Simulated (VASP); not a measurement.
BaTe, 2 atoms in the cell. It takes space group Fm-3m (No. 225, cubic). The conventional cell has a = 6.876 Å, b = 6.876 Å, c = 6.876 Å, α = 90.00°, β = 90.00°, γ = 90.00°. Within 4.5 Å of Ba (site symmetry m-3m) lie 6 Te at 3.44 Å. Te (site symmetry m-3m) has 6 Ba at 3.44 Å within 4.5 Å.  This cell differs from its parent crystal: volume scaled by 1.025.

| Quantity | Value |
| --- | --- |
| Program | VASP 6.6.1 |
| Task | single point |
| Functional | PBE |
| Potentials or basis | VASP PAW PBE potentials, release 64 (Ba_sv, Te) |
| Cutoff | 520 eV |
| k mesh | 10 × 10 × 10 |
| Occupations | fermi-dirac, width 0.05 eV |
| Spin | no spin polarisation |
| Dipole correction | no |
| Further INCAR settings | ALGO = Normal; EDIFF = 1e-07; NBANDS = 15 |

Potentials or basis: VASP PAW PBE potentials, release 64 (Ba_sv, Te).

Launch:

```bash
$ cat potpaw_PBE.64/Ba_sv/POTCAR potpaw_PBE.64/Te/POTCAR > POTCAR
$ mpirun -np 1 vasp_std > vasp.out
```

Hardware: 1 thread of AMD EPYC 9R45 96-Core Processor (Zen 5), with other jobs on the host.

Task: How long does it take, and how much memory?

Result: It took 31 s on 1 thread of AMD EPYC 9R45 96-Core Processor (Zen 5) (shared host), peak memory 0.21 GiB. Counts: scf iterations 14, k points 47.
